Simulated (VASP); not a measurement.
# Bi2Te3 (R-3m) in VASP: notebook

Runs on Bi2Te3. Level: PBEsol. Tasks: single point.

Program: VASP 6.6.1. These are calculated values, not measurements. Logs are shortened: lines on timing, memory, paths and dates and some standing lists are left out, and cuts for length are marked.

### 1 The cell of the first run

Symmetry: R-3m, No. 166, trigonal system. Conventional cell: a = 4.030 Å, b = 4.030 Å, c = 31.536 Å, α = 90.00°, β = 90.00°, γ = 120.00°. Bi (site symmetry 3m) has 6 Te at 2.94 to 3.13 Å and 6 Bi at 4.03 Å within 4.1 Å. Te (site symmetry -3m) has 6 Bi at 3.13 Å and 6 Te at 4.03 Å within 4.1 Å. Within 4.1 Å of Te (site symmetry 3m) lie 3 Bi at 2.94 Å and 9 Te at 3.59 to 4.03 Å.

### 2 Single point, PBEsol (strain -0.080 along x and y, +0.040 along z)

INCAR reads:

```
PREC = Accurate
ENCUT = 520
EDIFF = 1E-7
ISMEAR = 0
SIGMA = 0.03
LREAL = F
LASPH = T
NELM = 100
ALGO = Normal
ISIF = 2
LWAVE = F
LCHARG = F
GGA = PS
NBANDS = 32
```

KPOINTS reads:

```
regular mesh
0
Gamma
  12 12 12
```

POSCAR reads:

```
Bi2Te3
1.0
    2.0151858549      1.1634680958     10.5120762518
   -2.0151858549      1.1634680958     10.5120762518
    0.0000000000     -2.3269361916     10.5120762518
Bi Te
2 3
Direct
    0.3998250490      0.3998250490      0.3998250490
    0.6001749510      0.6001749510      0.6001749510
    0.0000000000      0.0000000000      0.0000000000
    0.2100063517      0.2100063517      0.2100063517
    0.7899936483      0.7899936483      0.7899936483
```

Potentials or basis: VASP PAW PBE potentials, release 64 (Bi_d, Te).

The run is started by

```
cat potpaw_PBE.64/Bi_d/POTCAR potpaw_PBE.64/Te/POTCAR > POTCAR
mpirun -np 1 vasp_std > vasp.out
```

OUTCAR:

```text
PREC = Accurate
   ENCUT = 520
   EDIFF = 1E-7
   ISMEAR = 0
   LREAL = F
   LASPH = T
   NELM = 100
   ISIF = 2
   GGA = PS

 ion  position               nearest neighbor table
   1  0.400  0.400  0.400-   5 2.94   5 2.94   5 2.94   3 3.13   3 3.13   3 3.13
   2  0.600  0.600  0.600-   4 2.94   4 2.94   4 2.94   3 3.13   3 3.13   3 3.13
   3  0.000  0.000  0.000-   2 3.13   2 3.13   1 3.13   1 3.13   2 3.13   1 3.13
   4  0.210  0.210  0.210-   2 2.94   2 2.94   2 2.94   5 3.59   5 3.59   5 3.59
   5  0.790  0.790  0.790-   1 2.94   1 2.94   1 2.94   4 3.59   4 3.59   4 3.59

  LATTYP: Found a trigonal (rhomboedric) cell.
 ALAT       =    10.7665397953
 COS(alpha) =     0.9299339059

  Lattice vectors:

 A1 = (   2.0151858549,   1.1634680958,  10.5120762518)
 A2 = (  -2.0151858549,   1.1634680958,  10.5120762518)
 A3 = (   0.0000000000,  -2.3269361916,  10.5120762518)

Analysis of symmetry for initial positions (statically):
=====================================================================
 Subroutine PRICEL returns:
 Original cell was already a primitive cell.

 Routine SETGRP: Setting up the symmetry group for a
 trigonal (rhombohedral) supercell.

 Subroutine GETGRP returns: Found 12 space group operations
 (whereof 12 operations were pure point group operations)
 out of a pool of 12 trial point group operations.

The static configuration has the point symmetry D_3d.

Analysis of symmetry for dynamics (positions and initial velocities):
=====================================================================
 Subroutine PRICEL returns:
 Original cell was already a primitive cell.

 Routine SETGRP: Setting up the symmetry group for a
 trigonal (rhombohedral) supercell.

 Subroutine GETGRP returns: Found 12 space group operations
 (whereof 12 operations were pure point group operations)
 out of a pool of 12 trial point group operations.

The dynamic configuration has the point symmetry D_3d.

 Subroutine INISYM returns: Found 12 space group operations
 (whereof 12 operations are pure point group operations),
 and found     1 'primitive' translations

----------------------------------------------------------------------------------------

                                     Primitive cell

  volume of cell :     147.8800

  direct lattice vectors                    reciprocal lattice vectors
     2.015185855  1.163468096 10.512076252     0.248116073  0.143249881  0.031709562
    -2.015185855  1.163468096 10.512076252    -0.248116073  0.143249881  0.031709562
     0.000000000 -2.326936192 10.512076252     0.000000000 -0.286499763  0.031709562

  length of vectors
    10.766539795 10.766539795 10.766539795     0.288249216  0.288249216  0.288249216

  position of ions in fractional coordinates (direct lattice)
     0.399825049  0.399825049  0.399825049
     0.600174951  0.600174951  0.600174951
     0.000000000  0.000000000  0.000000000
     0.210006352  0.210006352  0.210006352
     0.789993648  0.789993648  0.789993648

  ion indices of the primitive-cell ions
   primitive index   ion index
                 1           1
                 2           2
                 3           3
                 4           4
                 5           5

----------------------------------------------------------------------------------------

 KPOINTS: regular mesh

Automatic generation of k-mesh.
 Grid dimensions read from file:
 generate k-points for:   12   12   12

 Generating k-lattice:

  Cartesian coordinates                     Fractional coordinates (reciprocal lattice)
     0.020676339  0.011937490  0.002642463     0.083333333  0.000000000  0.000000000
    -0.020676339  0.011937490  0.002642463     0.000000000  0.083333333  0.000000000
     0.000000000 -0.023874980  0.002642463     0.000000000  0.000000000  0.083333333

  Length of vectors
     0.024020768  0.024020768  0.024020768

  Shift w.r.t. Gamma in fractional coordinates (k-lattice)
     0.000000000  0.000000000  0.000000000

 Subroutine IBZKPT returns following result:
 ===========================================

 Found    189 irreducible k-points:

 Following reciprocal coordinates:
            Coordinates               Weight
  0.000000  0.000000  0.000000      1.000000
  0.083333 -0.000000  0.000000      6.000000
  0.166667 -0.000000  0.000000      6.000000
  0.250000  0.000000  0.000000      6.000000
  0.333333 -0.000000  0.000000      6.000000
  0.416667  0.000000  0.000000      6.000000
[... 16 lines left out ...]
  0.500000  0.166667  0.000000     12.000000
 -0.416667  0.166667 -0.000000     12.000000
 [... further k-points ...]
   k-points           NKPTS =    189   k-points in BZ     NKDIM =    189   number of bands    NBANDS=     32
   number of dos      NEDOS =    301   number of ions     NIONS =      5
   total plane-waves  NPLWV = 512000
   dimension x,y,z NGX =    80 NGY =   80 NGZ =   80
   dimension x,y,z NGXF=   160 NGYF=  160 NGZF=  160
   ions per type =               2   3
   NGX,Y,Z   is equivalent  to a cutoff of  12.35, 12.35, 12.35 a.u.
   NGXF,Y,Z  is equivalent  to a cutoff of  24.71, 24.71, 24.71 a.u.
 SYSTEM =  unknown system
   PREC   = accura    normal or accurate (medium, high low for compatibility)
   ISTART =      0    job   : 0-new  1-cont  2-samecut
   ICHARG =      2    charge: 1-file 2-atom 10-const
   ISPIN  =      1    spin polarized calculation?
   LNONCOLLINEAR =      F non collinear calculations
   LSORBIT =      F    spin-orbit coupling
   LASPH  =      T    aspherical Exc in radial PAW
   ENCUT  =  520.0 eV  38.22 Ry    6.18 a.u.  20.02 20.02 20.02*2*pi/ulx,y,z
   NELM   =    100;   NELMIN=  2; NELMDL= -5     # of ELM steps
   EDIFF  = 0.1E-06   stopping-criterion for ELM
   LREAL  =      F    real-space projection
   EDIFFG = 0.1E-05   stopping-criterion for IOM
   NSW    =      0    number of steps for IOM
   IBRION =     -1    ionic relax: 0-MD 1-quasi-New 2-CG
   NFREE  =      0    steps in history (QN), initial steepest desc. (CG)
   ISIF   =      2    stress and relaxation
   ISYM   =      2    0-nonsym 1-usesym 2-fastsym
   POTIM  = 0.5000    time-step for ionic-motion
   TEBEG  =    0.0;   TEEND  =   0.0 temperature during run
   PSTRESS=    0.0 pullay stress
   NELECT =      48.0000    total number of electrons
   NUPDOWN=      -1.0000    fix difference up-down
   EMIN   =  10.00;   EMAX   =-10.00  energy-range for DOS
   EFERMI =   0.00;   METHOD = LEGACY
   ISMEAR =     0;   SIGMA  =   0.03  broadening in eV -4-tet -1-fermi 0-gaus
   EFERMI_NEDOS =   21; number of points for ismear=-14 and -15
   IALGO  =     38    algorithm
   IMIX   =      4    mixing-type and parameters
     AMIX     =   0.40;   BMIX     =  1.00
     AMIX_MAG =   1.60;   BMIX_MAG =  1.00
  volume/ion in A,a.u.               =      29.58       199.59
  Fermi-wavevector in a.u.,A,eV,Ry     =   1.125085  2.126103 17.222486  1.265817
  Thomas-Fermi vector in A             =   2.261761
   LORBIT       =      0    0 simple, 1 ext, 2 COOP (PROOUT), +10 PAW based schemes
   GGA     = PS    functional components
   LHFCALC =     F    Hartree Fock is set to
   AEXX    =    0.0000 exact exchange contribution
   IVDW    =     0    specifies the selected vdW correction
   LEPSILON=     F    determine dielectric tensor
   LRPA    =     F    only Hartree local field effects (RPA)
 non-spin polarized calculation
 Gauss-broadening in eV      SIGMA  =   0.03
  energy-cutoff  :      520.00
  volume of cell :      147.88
 maximum number of plane-waves:      4012
   NGX = 39   NGY = 39   NGZ = 39

 number of electron      47.9999999 magnetization

 Free energy of the ion-electron system (eV)
  ---------------------------------------------------
  ext. energy  EPLUGINS =         0.00000000
  ---------------------------------------------------
  free energy    TOTEN  =       -19.66360092 eV

  energy without entropy =      -19.66331220  energy(sigma->0) =      -19.66345656

 E-fermi :   7.9610     XC(G=0): -10.1114

 val. band max:        7.9538221650   @ k =  -0.4167   0.4167   0.0000
 cond. band min:       7.9653684739   @ k =  -0.4167  -0.4167   0.0833
 fundamental gap:      0.0115463089
 Fermi energy:         7.9609920569

 k-point     1 :       0.0000    0.0000    0.0000
  band No.  band energies     occupation
      1     -15.4478      2.00000
      2     -15.4478      2.00000
      3     -15.4459      2.00000
      4     -15.4459      2.00000
      5     -15.4269      2.00000
      6     -15.4244      2.00000
[... 24 lines left out ...]
     31      12.0350      0.00000
     32      13.3075      0.00000

 k-point     2 :       0.0833   -0.0000    0.0000
  band No.  band energies     occupation
      1     -15.4492      2.00000
      2     -15.4471      2.00000
      3     -15.4459      2.00000
      4     -15.4440      2.00000
      5     -15.4255      2.00000
      6     -15.4231      2.00000
[... 24 lines left out ...]
     31      12.2219      0.00000
     32      12.8842      0.00000

 k-point     3 :       0.1667   -0.0000    0.0000
  band No.  band energies     occupation
      1     -15.4533      2.00000
      2     -15.4509      2.00000
      3     -15.4412      2.00000
      4     -15.4392      2.00000
      5     -15.4230      2.00000
      6     -15.4205      2.00000
[... 24 lines left out ...]
     31      11.8856      0.00000
     32      12.9873      0.00000

 k-point     4 :       0.2500    0.0000    0.0000
  band No.  band energies     occupation
      1     -15.4596      2.00000
      2     -15.4567      2.00000
      3     -15.4366      2.00000
      4     -15.4343      2.00000
      5     -15.4257      2.00000
      6     -15.4230      2.00000
[... 654 lines left out ...]
     31      12.1506      0.00000
     32      12.7355      0.00000

 k-point    23 :       0.5000    0.1667    0.0000
  band No.  band energies     occupation
      1     -15.4655      2.00000
      2     -15.4622      2.00000
      3     -15.4393      2.00000
      4     -15.4355      2.00000
      5     -15.4260      2.00000
      6     -15.4239      2.00000
[... 24 lines left out ...]
     31      11.9015      0.00000
     32      12.2759      0.00000

 k-point    24 :      -0.4167    0.1667   -0.0000
  band No.  band energies     occupation
      1     -15.4667      2.00000
      2     -15.4632      2.00000
      3     -15.4397      2.00000
      4     -15.4355      2.00000
      5     -15.4266      2.00000
      6     -15.4244      2.00000
[... 24 lines left out ...]
     31      11.7811      0.00000
     32      12.2852      0.00000

 [... further k-points ...]
[... 5 lines left out ...]
  --------------------------------------------------------------------------------------
  -------------------------------------------------------------------------------------
  Total        8.8605939      8.8605939      5.3498798      0.0000000     -0.0000000      0.0000000
  in kB       95.9984178     95.9984178     57.9622547      0.0000000     -0.0000000      0.0000000
  external PRESSURE =      83.3196968 kB  Pullay stress =       0.0000000 kB

 VOLUME and BASIS-vectors are now :
 -----------------------------------------------------------------------------
  energy-cutoff  :      520.00
  volume of cell :      147.88
      direct lattice vectors                 reciprocal lattice vectors
     2.015185855  1.163468096 10.512076252     0.248116073  0.143249881  0.031709562
    -2.015185855  1.163468096 10.512076252    -0.248116073  0.143249881  0.031709562
     0.000000000 -2.326936192 10.512076252     0.000000000 -0.286499763  0.031709562

 POSITION                                       TOTAL-FORCE (eV/Angst)
 -----------------------------------------------------------------------------------
      0.00000      0.00000     12.60897         0.000000      0.000000     -0.439709
      0.00000      0.00000     18.92725         0.000000     -0.000000      0.439709
      0.00000      0.00000      0.00000        -0.000000     -0.000000      0.000000
      0.00000      0.00000      6.62281         0.000000      0.000000     -0.730093
      0.00000      0.00000     24.91342         0.000000     -0.000000      0.730093
 -----------------------------------------------------------------------------------
    total drift:                                0.000000      0.000000      0.000000

  FREE ENERGIE OF THE ION-ELECTRON SYSTEM (eV)
  ---------------------------------------------------
  free  energy   TOTEN  =       -19.6636009205 eV

  energy  without entropy=      -19.6633122005  energy(sigma->0) =      -19.66345656
```

Run time: 1.7 h. Hardware: 1 thread of Intel Xeon 8259CL, shared host; peak memory 1.4 GiB.

What came out:

```
Free energy            : -19.6636 eV
Pressure               : 8.3 GPa
Largest force          : 0.730 eV/Å
Band gap on the k mesh : zero (bands 24 and 25 overlap by 0.48 eV)
```

Forces on the atoms (eV/Å):
```
Bi   0.000  0.000 -0.440
Bi   0.000  0.000  0.440
Te   0.000  0.000  0.000
Te   0.000  0.000 -0.730
Te   0.000  0.000  0.730
```

Levels at points of the mesh, in eV from the Fermi level:
```csv
k point,band 22,band 23,band 24,band 25,band 26,band 27
"(0.00, 0.00, 0.00)",-0.66,-0.66,0.35,0.90,0.98,0.98
"(0.50, 0.00, 0.00)",-3.16,-1.13,-0.74,0.46,1.02,1.91
"(0.50, 0.50, 0.00)",-2.30,-1.95,-1.66,-0.12,1.27,1.98
"(0.50, 0.50, 0.50)",-0.89,-0.89,-0.38,1.25,1.37,1.37
```

Caveat: the cell differs from its parent crystal (strain -0.080 along x and y, +0.040 along z); the cell stands under pressure; the PAW data sets were made with another functional, which shifts forces and pressure a little; spin-orbit coupling is left out, which moves the levels of the heavy elements.

### 3 Single point, PBEsol (strain -0.040 along x and y, +0.000 along z)

INCAR reads:

```
SYSTEM = Bi2Te3
PREC = Accurate
ENCUT = 520
EDIFF = 1E-7
ISMEAR = 0
SIGMA = 0.03
LREAL = .False.
LASPH = .True.
NELM = 100
ALGO = Normal
ISIF = 2
LWAVE = .False.
LCHARG = .False.
GGA = PS
NBANDS = 32
```

KPOINTS reads:

```
regular mesh
0
Gamma
  12 12 12
  0 0 0
```

POSCAR, as its differences from that of step 2:

```diff
@@ -2,5 +2,5 @@
 1.0
-    2.0151858549      1.1634680958     10.5120762518
-   -2.0151858549      1.1634680958     10.5120762518
-    0.0000000000     -2.3269361916     10.5120762518
+    2.1028026312      1.2140536651     10.1077656267
+   -2.1028026312      1.2140536651     10.1077656267
+    0.0000000000     -2.4281073303     10.1077656267
 Bi Te
```

Potentials or basis: VASP PAW PBE potentials, release 64 (Bi_d, Te).

The run is started by

```
cat potpaw_PBE.64/Bi_d/POTCAR potpaw_PBE.64/Te/POTCAR > POTCAR
mpirun -np 1 vasp_std > vasp.out
```

Wall time 2.3 h (1 thread of Oxide Virtual Turin-like, shared host); peak memory 1.4 GiB.

The run converged. Its results:

- Free energy: -20.0834 eV
- Pressure: 5.1 GPa
- Largest force: 0.516 eV/Å
- Band gap on the k mesh: 0.29 eV

Forces in eV/Å, atoms in the order of the input:
```
Bi   0.000  0.000 -0.255
Bi   0.000  0.000  0.255
Te   0.000  0.000  0.000
Te   0.000  0.000 -0.516
Te   0.000  0.000  0.516
```

Stress tensor (GPa, compression positive):
```
5.46 0.00 0.00
0.00 5.46 0.00
0.00 0.00 4.40
```

Levels at points of the mesh, in eV from the valence-band top:
| k point | band 20 | band 21 | band 22 | band 23 | band 24 | band 25 | band 26 | band 27 | band 28 | band 29 |
| --- | --- | --- | --- | --- | --- | --- | --- | --- | --- | --- |
| (0.00, 0.00, 0.00) | -1.93 | -1.93 | -1.05 | -1.05 | 0.00 | 0.29 | 0.54 | 0.54 | 1.88 | 2.04 |
| (0.50, 0.00, 0.00) | -3.64 | -3.35 | -3.00 | -1.22 | -0.73 | 0.36 | 0.88 | 2.42 | 2.49 | 2.74 |
| (0.50, 0.50, 0.00) | -2.81 | -2.35 | -2.21 | -1.86 | -1.46 | 0.37 | 1.21 | 1.95 | 2.61 | 2.69 |
| (0.50, 0.50, 0.50) | -1.65 | -1.62 | -1.33 | -1.33 | -0.49 | 0.75 | 1.03 | 1.03 | 1.57 | 1.57 |

Caveat: the cell differs from its parent crystal (strain -0.040 along x and y, +0.000 along z); the cell stands under pressure; the PAW data sets were made with another functional, which shifts forces and pressure a little; spin-orbit coupling is left out, which moves the levels of the heavy elements.

### 4 Single point, PBEsol (strain +0.000 along x and y, -0.080 along z)

INCAR reads:

```
SYSTEM = Bi2Te3
PREC = Accurate
ENCUT = 520
EDIFF = 1E-6
ISMEAR = 0
SIGMA = 0.03
LREAL = .FALSE.
LASPH = .TRUE.
NELM = 80
ALGO = Normal
ISIF = 2
LWAVE = .FALSE.
LCHARG = .FALSE.
GGA = PS
NBANDS = 32
```

KPOINTS reads:

```
Automatic mesh
0
G
  12 12 12
  0 0 0
```

POSCAR, as its differences from that of step 3:

```diff
@@ -2,5 +2,5 @@
 1.0
-    2.1028026312      1.2140536651     10.1077656267
-   -2.1028026312      1.2140536651     10.1077656267
-    0.0000000000     -2.4281073303     10.1077656267
+    2.1904194075      1.2646392345      9.2991443766
+   -2.1904194075      1.2646392345      9.2991443766
+    0.0000000000     -2.5292784691      9.2991443766
 Bi Te
```

The run is started by

```
cat potpaw_PBE.64/Bi_d/POTCAR potpaw_PBE.64/Te/POTCAR > POTCAR
mpirun -np 1 vasp_std > vasp.out
```

Wall time 1.7 h (1 thread of Oxide Virtual Turin-like, shared host); peak memory 1.2 GiB.

It converged, with:

| Item | Value |
| --- | --- |
| Free energy | -20.0041 eV |
| Pressure | 5.5 GPa |
| Largest force | 0.694 eV/Å |
| Band gap on the k mesh | 0.08 eV (least direct gap 0.10 eV) |

Forces on the atoms (eV/Å):
```
Bi   0.000  0.000 -0.176
Bi   0.000  0.000  0.176
Te   0.000  0.000  0.000
Te   0.000  0.000 -0.694
Te   0.000  0.000  0.694
```

Stress tensor (GPa, compression positive):
```
4.65 0.00 0.00
0.00 4.65 0.00
0.00 0.00 7.17
```

Levels at points of the mesh, in eV from the valence-band top:
| k point | band 21 | band 22 | band 23 | band 24 | band 25 | band 26 | band 27 | band 28 |
| --- | --- | --- | --- | --- | --- | --- | --- | --- |
| (0.00, 0.00, 0.00) | -1.81 | -1.11 | -1.11 | -0.02 | 0.08 | 0.42 | 0.42 | 1.88 |
| (0.50, 0.00, 0.00) | -3.11 | -2.29 | -0.87 | -0.28 | 0.66 | 1.20 | 2.88 | 3.32 |
| (0.50, 0.50, 0.00) | -2.12 | -1.76 | -1.71 | -0.32 | 1.55 | 1.56 | 2.55 | 3.10 |
| (0.50, 0.50, 0.50) | -1.68 | -1.52 | -1.52 | -0.36 | 0.69 | 1.13 | 1.13 | 1.57 |

Caveat: the cell differs from its parent crystal (strain +0.000 along x and y, -0.080 along z); the cell stands under pressure; the PAW data sets were made with another functional, which shifts forces and pressure a little; spin-orbit coupling is left out, which moves the levels of the heavy elements. A k mesh can miss the band edges.

### 5 The runs side by side

| cell | gap on the mesh (eV) | pressure (GPa) | largest force (eV/Å) |
| --- | --- | --- | --- |
| a = 10.767 Å, angles 21.6°, 5 atoms | none | 8.3 | 0.73 |
| a = 10.395 Å, angles 23.3°, 5 atoms | 0.29 | 5.1 | 0.52 |
| a = 9.637 Å, angles 26.3°, 5 atoms | 0.08 | 5.5 | 0.69 |

Alike in all rows: task single point; level PBEsol; potentials or basis VASP PAW PBE potentials, release 64 (Bi_d, Te); no spin polarisation; k mesh 12 × 12 × 12; cutoff (eV) 520; smearing gaussian 0.03 eV.

Caveats: the cell stands under pressure; the PAW data sets were made with another functional, which shifts forces and pressure a little; spin-orbit coupling is left out, which moves the levels of the heavy elements.

Total energies depend on the potentials used, so only differences within one code and one set of settings carry meaning.
